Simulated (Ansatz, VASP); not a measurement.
Si3GeO8: VASP beside Ansatz

The input INCAR:

```
SYSTEM = Si3GeO8
PREC = Accurate
ENCUT = 520
EDIFF = 1E-6
ISMEAR = 0
SIGMA = 0.1
LREAL = .False.
LASPH = .True.
NELM = 100
ALGO = Normal
ISIF = 2
LWAVE = .False.
LCHARG = .False.
GGA = PE
NBANDS = 49
```

The input KPOINTS:

```
regular mesh
0
Gamma
  4 4 2
  0 0 0
```

Contents of POSCAR:

```
Si3GeO8
1.0
    5.3609461000      0.0000000000      0.0000000000
    0.0000000000      5.3609461000      0.0000000000
    0.0000000000      0.0000000000      7.6175512000
Si Ge O
3 1 8
Direct
    0.0000000000      0.0000000000      0.0000000000
    0.5000000000      0.0000000000      0.2395310000
    0.0000000000      0.5000000000      0.7604690000
    0.5000000000      0.5000000000      0.5000000000
    0.7494640000      0.0000000000      0.1192170000
    0.2432520000      0.5000000000      0.6363600000
    0.5000000000      0.2432520000      0.3636400000
    0.0000000000      0.7494640000      0.8807830000
    0.5000000000      0.7567480000      0.3636400000
    0.0000000000      0.2505360000      0.8807830000
    0.2505360000      0.0000000000      0.1192170000
    0.7567480000      0.5000000000      0.6363600000
```

Input for Ansatz:

```yaml
crystal:
  lattice:
    - [5.3609461, 0.0, 0.0]
    - [0.0, 5.3609461, 0.0]
    - [0.0, 0.0, 7.6175512]
  atoms:
    - { symbol: Si, position: [0.0, 0.0, 0.0] }
    - { symbol: Si, position: [0.5, 0.0, 0.239531] }
    - { symbol: Si, position: [0.0, 0.5, 0.760469] }
    - { symbol: Ge, position: [0.5, 0.5, 0.5] }
    - { symbol: O, position: [0.749464, 0.0, 0.119217] }
    - { symbol: O, position: [0.243252, 0.5, 0.63636] }
    - { symbol: O, position: [0.5, 0.243252, 0.36364] }
    - { symbol: O, position: [0.0, 0.749464, 0.880783] }
    - { symbol: O, position: [0.5, 0.756748, 0.36364] }
    - { symbol: O, position: [0.0, 0.250536, 0.880783] }
    - { symbol: O, position: [0.250536, 0.0, 0.119217] }
    - { symbol: O, position: [0.756748, 0.5, 0.63636] }
basis:
  ecutwfc: 420
kpoints:
  mp_grid: { grid: [4, 4, 2] }
hamiltonian:
  xc: pbe
scf:
  occupations: { method: gaussian, width: 0.1 }
  lower_state_search: "off"
output:
  forces: true
  stress: true
  eigenvalues: true
```

Alike in both runs: task single point; functional PBE; k mesh 4 × 4 × 2; occupations gaussian, width 0.1 eV; no spin polarisation.

|  | VASP | Ansatz |
| --- | --- | --- |
| version | VASP 6.6.1 | Ansatz 0.2.0 |
| potentials or method | VASP PAW PBE potentials, release 64 (Si, Ge_d, O), cutoff 520 eV | scalar-relativistic, plane waves, PAW |
| valence electrons in the cell | 74 | 74 |

|  | VASP | Ansatz | Ansatz less VASP |
| --- | --- | --- | --- |
| gap on the k mesh at the Fermi level (eV) | 4.60 | 4.61 | +0.004 |
| least direct gap on the mesh (eV) | 4.62 | 4.63 | +0.003 |
| pressure (GPa) | -0.1 | 0.0 | +0.14 |
| rms of the force components (eV/Å) | 0.036 | 0.001 | -0.0348 |

Atom by atom the forces differ by 0.035 eV/Å (rms over components).
